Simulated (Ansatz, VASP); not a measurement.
## RbBr: VASP beside Ansatz

File INCAR:

```
ALGO = Normal ; EDIFF = 1E-6
EDIFFG = -0.01 ; ENCUT = 600
GGA = PE ; IBRION = 2
ISIF = 3 ; ISMEAR = 0
LASPH = True ; LCHARG = False
LREAL = False ; LWAVE = False
NELM = 80 ; NSW = 100
PREC = Accurate ; SIGMA = 0.02
```

The input KPOINTS:

```
k-points
0
Gamma
  3 3 6
```

File POSCAR:

```
RbBr
1.0
    8.1584886094      0.0000000000      0.0000000000
   -4.0792443047      7.0654583922      0.0000000000
    0.0000000000      0.0000000000      4.9226704251
Rb Br
3 3
Direct
    0.5000000000      0.0000000000      0.0000000000
    0.5000000000      0.5000000000      0.0000000000
    0.0000000000      0.5000000000      0.0000000000
    0.0000000000      0.0000000000      0.0000000000
    0.3333333333      0.6666666667      0.5000000000
    0.6666666667      0.3333333333      0.5000000000
```

Input for Ansatz:

```yaml
crystal:
  lattice:
    - [8.1584886094, 0.0, 0.0]
    - [-4.0792443047, 7.0654583922, 0.0]
    - [0.0, 0.0, 4.9226704251]
  atoms:
    - { symbol: Rb, position: [0.5, 0.0, 0.0] }
    - { symbol: Rb, position: [0.5, 0.5, 0.0] }
    - { symbol: Rb, position: [0.0, 0.5, 0.0] }
    - { symbol: Br, position: [0.0, 0.0, 0.0] }
    - { symbol: Br, position: [0.3333333333, 0.6666666667, 0.5] }
    - { symbol: Br, position: [0.6666666667, 0.3333333333, 0.5] }
basis:
  ecutwfc: 420
kpoints:
  mp_grid: { grid: [3, 3, 6] }
hamiltonian:
  xc: pbe
scf:
  occupations: { method: gaussian, width: 0.02 }
output:
  forces: true
  stress: true
  eigenvalues: true
  write_density: true
  write_potential: true
  elf: true
  volumetric_format: npy
relax:
  adjacent_minimum: "off"
  f_tol: 0.01
  max_steps: 80
  cell: { stress_tol: 0.05 }
```

Alike in both runs: task relaxation of cell and atoms; functional PBE; k mesh 3 × 3 × 6; occupations gaussian, width 0.02 eV; no spin polarisation.

|  | VASP | Ansatz |
| --- | --- | --- |
| version | VASP 6.6.1 | Ansatz 0.2.0 |
| potentials or method | VASP PAW PBE potentials, release 64 (Rb_sv, Br), cutoff 600 eV | scalar-relativistic, plane waves, PAW |
| valence electrons in the cell | 48 | 48 |

```tsv
	VASP	Ansatz	Ansatz less VASP
gap on the k mesh at the Fermi level, each at its own relaxed structure (eV)	2.62	2.62	+0.004
relaxed volume (Å³/atom)	47.36	47.29	-0.065
relaxed length of the cell vector where the two differ most in proportion (Å)	8.163	8.158	-0.0042
```
